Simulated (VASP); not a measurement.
# PbO2 (Fm-3m) in VASP: settings compared

The runs below take PbO2 through single point, with r2SCAN, PBE.

Everything below comes from runs of VASP 6.6.1. Logs are shortened: lines on timing, memory, paths and dates and some standing lists are left out, and cuts for length are marked.

**1. The cell of the first run**

It takes space group Fm-3m (No. 225, cubic). The conventional cell has a = 5.331 Å, b = 5.331 Å, c = 5.331 Å, α = 90.00°, β = 90.00°, γ = 90.00°. Pb (site symmetry m-3m) has 8 O at 2.31 Å within 3.1 Å. O (site symmetry -43m) has 4 Pb at 2.31 Å and 6 O at 2.67 Å within 3.1 Å.

**2. Single point, r2SCAN**

Contents of POSCAR:

```
PbO2
1.0
    0.0000000000      2.6654741181      2.6654741181
    2.6654741181      0.0000000000      2.6654741181
    2.6654741181      2.6654741181      0.0000000000
Pb O
1 2
Direct
    0.0000000000      0.0000000000      0.0000000000
    0.7500000000      0.7500000000      0.7500000000
    0.2500000000      0.2500000000      0.2500000000
```

Contents of INCAR.step1:

```
ALGO = Normal ; EDIFF = 1E-4
ENCUT = 520 ; GGA = PE
ISMEAR = -1 ; LASPH = T
LCHARG = F ; LREAL = F
LWAVE = T ; NBANDS = 20
NELM = 80 ; PREC = Accurate
SIGMA = 0.05
```

Contents of INCAR.step2:

```
ALGO = Normal ; EDIFF = 1E-6
ENCUT = 520 ; ISIF = 2
ISMEAR = -1 ; ISTART = 1
LASPH = T ; LCHARG = F
LMIXTAU = T ; LREAL = F
LWAVE = F ; METAGGA = R2SCAN
NBANDS = 20 ; NELM = 80
PREC = Accurate ; SIGMA = 0.05
```

Contents of KPOINTS:

```
k-points
0
Gamma
  9 9 9
```

Potentials or basis: VASP PAW PBE potentials, release 64 (Pb_d, O).

The run is started by

```bash
$ cat potpaw_PBE.64/Pb_d/POTCAR potpaw_PBE.64/O/POTCAR > POTCAR
$ cp INCAR.step1 INCAR
$ mpirun -np 1 vasp_std > vasp.out
$ cp INCAR.step2 INCAR
$ mpirun -np 1 vasp_std > vasp.out
```

OUTCAR:

```text
EDIFF = 1E-6
   ENCUT = 520
   ISIF = 2
   ISMEAR = -1
   ISTART = 1
   LASPH = T
   LREAL = F
   METAGGA = R2SCAN
   NELM = 80
   PREC = Accurate

 ion  position               nearest neighbor table
   1  0.000  0.000  0.000-   2 2.31   2 2.31   2 2.31   3 2.31   3 2.31   3 2.31   3 2.31   2 2.31

   2  0.750  0.750  0.750-   1 2.31   1 2.31   1 2.31   1 2.31
   3  0.250  0.250  0.250-   1 2.31   1 2.31   1 2.31   1 2.31

  LATTYP: Found a face centered cubic cell.
 ALAT       =     5.3309482362

  Lattice vectors:

 A1 = (   0.0000000000,   2.6654741181,   2.6654741181)
 A2 = (   2.6654741181,   0.0000000000,   2.6654741181)
 A3 = (   2.6654741181,   2.6654741181,   0.0000000000)

Analysis of symmetry for initial positions (statically):
=====================================================================
 Subroutine PRICEL returns:
 Original cell was already a primitive cell.

 Routine SETGRP: Setting up the symmetry group for a
 face centered cubic supercell.

 Subroutine GETGRP returns: Found 48 space group operations
 (whereof 48 operations were pure point group operations)
 out of a pool of 48 trial point group operations.

The static configuration has the point symmetry O_h .

Analysis of symmetry for dynamics (positions and initial velocities):
=====================================================================
 Subroutine PRICEL returns:
 Original cell was already a primitive cell.

 Routine SETGRP: Setting up the symmetry group for a
 face centered cubic supercell.

 Subroutine GETGRP returns: Found 48 space group operations
 (whereof 48 operations were pure point group operations)
 out of a pool of 48 trial point group operations.

The dynamic configuration has the point symmetry O_h .

 Subroutine INISYM returns: Found 48 space group operations
 (whereof 48 operations are pure point group operations),
 and found     1 'primitive' translations

----------------------------------------------------------------------------------------

                                     Primitive cell

  volume of cell :      37.8751

  direct lattice vectors                    reciprocal lattice vectors
     0.000000000  2.665474118  2.665474118    -0.187583889  0.187583889  0.187583889
     2.665474118  0.000000000  2.665474118     0.187583889 -0.187583889  0.187583889
     2.665474118  2.665474118  0.000000000     0.187583889  0.187583889 -0.187583889

  length of vectors
     3.769549648  3.769549648  3.769549648     0.324904826  0.324904826  0.324904826

  position of ions in fractional coordinates (direct lattice)
     0.000000000  0.000000000  0.000000000
     0.750000000  0.750000000  0.750000000
     0.250000000  0.250000000  0.250000000

  ion indices of the primitive-cell ions
   primitive index   ion index
                 1           1
                 2           2
                 3           3

----------------------------------------------------------------------------------------

 KPOINTS: k-points

Automatic generation of k-mesh.
 Grid dimensions read from file:
 generate k-points for:    9    9    9

 Generating k-lattice:

  Cartesian coordinates                     Fractional coordinates (reciprocal lattice)
    -0.020842654  0.020842654  0.020842654     0.111111111  0.000000000  0.000000000
     0.020842654 -0.020842654  0.020842654     0.000000000  0.111111111  0.000000000
     0.020842654  0.020842654 -0.020842654     0.000000000  0.000000000  0.111111111

  Length of vectors
     0.036100536  0.036100536  0.036100536

  Shift w.r.t. Gamma in fractional coordinates (k-lattice)
     0.000000000  0.000000000  0.000000000

 Subroutine IBZKPT returns following result:
 ===========================================

 Found     35 irreducible k-points:

 Following reciprocal coordinates:
            Coordinates               Weight
  0.000000  0.000000  0.000000      1.000000
  0.111111  0.000000  0.000000      8.000000
  0.222222  0.000000  0.000000      8.000000
  0.333333  0.000000  0.000000      8.000000
  0.444444  0.000000  0.000000      8.000000
  0.111111  0.111111  0.000000      6.000000
[... 16 lines left out ...]
 -0.333333  0.333333  0.000000     12.000000
  0.444444  0.444444  0.000000      6.000000
 [... further k-points ...]
   k-points           NKPTS =     35   k-points in BZ     NKDIM =     35   number of bands    NBANDS=     20
   number of dos      NEDOS =    301   number of ions     NIONS =      3
   total plane-waves  NPLWV =  21952
   dimension x,y,z NGX =    28 NGY =   28 NGZ =   28
   dimension x,y,z NGXF=    56 NGYF=   56 NGZF=   56
   ions per type =               1   2
   NGX,Y,Z   is equivalent  to a cutoff of  12.35, 12.35, 12.35 a.u.
   NGXF,Y,Z  is equivalent  to a cutoff of  24.70, 24.70, 24.70 a.u.
 SYSTEM =  unknown system
   PREC   = accura    normal or accurate (medium, high low for compatibility)
   ISTART =      1    job   : 0-new  1-cont  2-samecut
   ICHARG =      0    charge: 1-file 2-atom 10-const
   ISPIN  =      1    spin polarized calculation?
   LNONCOLLINEAR =      F non collinear calculations
   LSORBIT =      F    spin-orbit coupling
   LASPH  =      T    aspherical Exc in radial PAW
   ENCUT  =  520.0 eV  38.22 Ry    6.18 a.u.   7.01  7.01  7.01*2*pi/ulx,y,z
   NELM   =     80;   NELMIN=  2; NELMDL=  0     # of ELM steps
   EDIFF  = 0.1E-05   stopping-criterion for ELM
   LREAL  =      F    real-space projection
   EDIFFG = 0.1E-04   stopping-criterion for IOM
   NSW    =      0    number of steps for IOM
   IBRION =     -1    ionic relax: 0-MD 1-quasi-New 2-CG
   NFREE  =      0    steps in history (QN), initial steepest desc. (CG)
   ISIF   =      2    stress and relaxation
   ISYM   =      2    0-nonsym 1-usesym 2-fastsym
   POTIM  = 0.5000    time-step for ionic-motion
   TEBEG  =    0.0;   TEEND  =   0.0 temperature during run
   PSTRESS=    0.0 pullay stress
   NELECT =      26.0000    total number of electrons
   NUPDOWN=      -1.0000    fix difference up-down
   EMIN   =  10.00;   EMAX   =-10.00  energy-range for DOS
   EFERMI =   0.00;   METHOD = LEGACY
   ISMEAR =    -1;   SIGMA  =   0.05  broadening in eV -4-tet -1-fermi 0-gaus
   EFERMI_NEDOS =   21; number of points for ismear=-14 and -15
   IALGO  =     38    algorithm
   IMIX   =      4    mixing-type and parameters
     AMIX     =   0.40;   BMIX     =  1.00
     AMIX_MAG =   1.60;   BMIX_MAG =  1.00
  volume/ion in A,a.u.               =      12.63        85.20
  Fermi-wavevector in a.u.,A,eV,Ry     =   1.444158  2.729064 28.376220  2.085593
  Thomas-Fermi vector in A             =   2.562485
   LORBIT       =      0    0 simple, 1 ext, 2 COOP (PROOUT), +10 PAW based schemes
   METAGGA = R2SCAN    functional components
   LHFCALC =     F    Hartree Fock is set to
   AEXX    =    0.0000 exact exchange contribution
   IVDW    =     0    specifies the selected vdW correction
   LEPSILON=     F    determine dielectric tensor
   LRPA    =     F    only Hartree local field effects (RPA)
 non-spin polarized calculation
  energy-cutoff  :      520.00
  volume of cell :       37.88
 maximum number of plane-waves:      1032
   NGX = 13   NGY = 13   NGZ = 13

 number of electron      26.0000015 magnetization

 Free energy of the ion-electron system (eV)
  ---------------------------------------------------
  ext. energy  EPLUGINS =         0.00000000
  ---------------------------------------------------
  free energy    TOTEN  =       -70.78021032 eV

  energy without entropy =      -70.77487832  energy(sigma->0) =      -70.77754432

 E-fermi :   5.8338     XC(G=0): -12.1431

 val. band max:        5.8159412232   @ k =   0.1111   0.0000   0.0000
 cond. band min:       6.6666964013   @ k =  -0.1111   0.1111   0.0000
 fundamental gap:      0.8507551781
 Fermi energy:         5.8338139909

 k-point     1 :       0.0000    0.0000    0.0000
  band No.  band energies     occupation
      1     -13.9795      2.00000
      2     -10.9869      2.00000
      3     -10.4146      2.00000
      4     -10.4146      2.00000
      5     -10.4146      2.00000
      6     -10.1166      2.00000
[... 12 lines left out ...]
     19      22.5439      0.00000
     20      22.5439      0.00000

 k-point     2 :       0.1111    0.0000    0.0000
  band No.  band energies     occupation
      1     -13.8754      2.00000
      2     -11.4428      2.00000
      3     -10.3974      2.00000
      4     -10.3974      2.00000
      5     -10.1180      2.00000
      6     -10.1180      2.00000
[... 12 lines left out ...]
     19      22.4398      0.00000
     20      22.4398      0.00000

 k-point     3 :       0.2222    0.0000    0.0000
  band No.  band energies     occupation
      1     -13.6071      2.00000
      2     -11.9641      2.00000
      3     -10.3601      2.00000
      4     -10.3601      2.00000
      5     -10.1143      2.00000
      6     -10.1143      2.00000
[... 12 lines left out ...]
     19      22.2438      0.00000
     20      22.2438      0.00000

 k-point     4 :       0.3333    0.0000    0.0000
  band No.  band energies     occupation
      1     -13.3333      2.00000
      2     -12.2410      2.00000
      3     -10.3328      2.00000
      4     -10.3328      2.00000
      5     -10.0934      2.00000
      6     -10.0934      2.00000
[... 12 lines left out ...]
     19      22.0709      0.00000
     20      22.0709      0.00000

 k-point     5 :       0.4444    0.0000    0.0000
  band No.  band energies     occupation
      1     -13.2384      2.00000
      2     -12.2365      2.00000
      3     -10.3249      2.00000
      4     -10.3249      2.00000
      5     -10.0690      2.00000
      6     -10.0690      2.00000
[... 12 lines left out ...]
     19      21.9330      0.00000
     20      21.9330      0.00000
[... 353 lines left out ...]
      6     -10.0552      2.00000
[... 12 lines left out ...]
     19      23.1668      0.00000
     20      24.7806      0.00000

 k-point    22 :      -0.4444    0.3333    0.0000
  band No.  band energies     occupation
      1     -12.9338      2.00000
      2     -12.6581      2.00000
      3     -10.2228      2.00000
      4     -10.1645      2.00000
      5     -10.0703      2.00000
      6      -9.7669      2.00000
[... 12 lines left out ...]
     19      23.2150      0.00000
     20      24.1210      0.00000

 k-point    23 :      -0.3333    0.3333    0.0000
  band No.  band energies     occupation
      1     -12.9260      2.00000
      2     -12.6866      2.00000
      3     -10.1941      2.00000
      4     -10.1853      2.00000
      5     -10.1043      2.00000
      6      -9.4026      2.00000
[... 12 lines left out ...]
     19      22.4079      0.00000
     20      24.8167      0.00000

 k-point    24 :       0.4444    0.4444    0.0000
  band No.  band energies     occupation
      1     -12.9730      2.00000
      2     -12.5744      2.00000
      3     -10.2565      2.00000
      4     -10.1289      2.00000
      5     -10.1289      2.00000
      6     -10.0472      2.00000
[... 12 lines left out ...]
     19      23.1580      0.00000
     20      24.1703      0.00000

 [... further k-points ...]
[... 5 lines left out ...]
  --------------------------------------------------------------------------------------
  -------------------------------------------------------------------------------------
  Total        0.0317802      0.0317802      0.0317802      0.0000000      0.0000000      0.0000000
  in kB        1.3443541      1.3443541      1.3443541      0.0000000      0.0000000      0.0000000
  external PRESSURE =       1.3443541 kB  Pullay stress =       0.0000000 kB

 VOLUME and BASIS-vectors are now :
 -----------------------------------------------------------------------------
  energy-cutoff  :      520.00
  volume of cell :       37.88
      direct lattice vectors                 reciprocal lattice vectors
     0.000000000  2.665474118  2.665474118    -0.187583889  0.187583889  0.187583889
     2.665474118  0.000000000  2.665474118     0.187583889 -0.187583889  0.187583889
     2.665474118  2.665474118  0.000000000     0.187583889  0.187583889 -0.187583889

 POSITION                                       TOTAL-FORCE (eV/Angst)
 -----------------------------------------------------------------------------------
      0.00000      0.00000      0.00000         0.000000     -0.000000      0.000000
      3.99821      3.99821      3.99821        -0.000000     -0.000000     -0.000000
      1.33274      1.33274      1.33274         0.000000      0.000000     -0.000000
 -----------------------------------------------------------------------------------
    total drift:                                0.000000     -0.000000      0.000000

  FREE ENERGIE OF THE ION-ELECTRON SYSTEM (eV)
  ---------------------------------------------------
  free  energy   TOTEN  =       -70.7802103181 eV

  energy  without entropy=      -70.7748783163  energy(sigma->0) =      -70.77754432
```

It took 60 s on 1 thread of Intel Xeon Platinum 8559C (Emerald Rapids), shared host; peak memory 0.18 GiB.

Results:

| Quantity | Value |
| --- | --- |
| Free energy | -70.7802 eV |
| Pressure | 0.1 GPa |
| Band gap on the k mesh | zero (band 13 reaches 5.76 eV, above the bottom of band 14 at 4.50 eV) |

Caveat: the PAW data sets were made with another functional, which shifts forces and pressure a little; spin-orbit coupling is left out, which moves the levels of the heavy elements.

(Continued in part 2 of 2.)
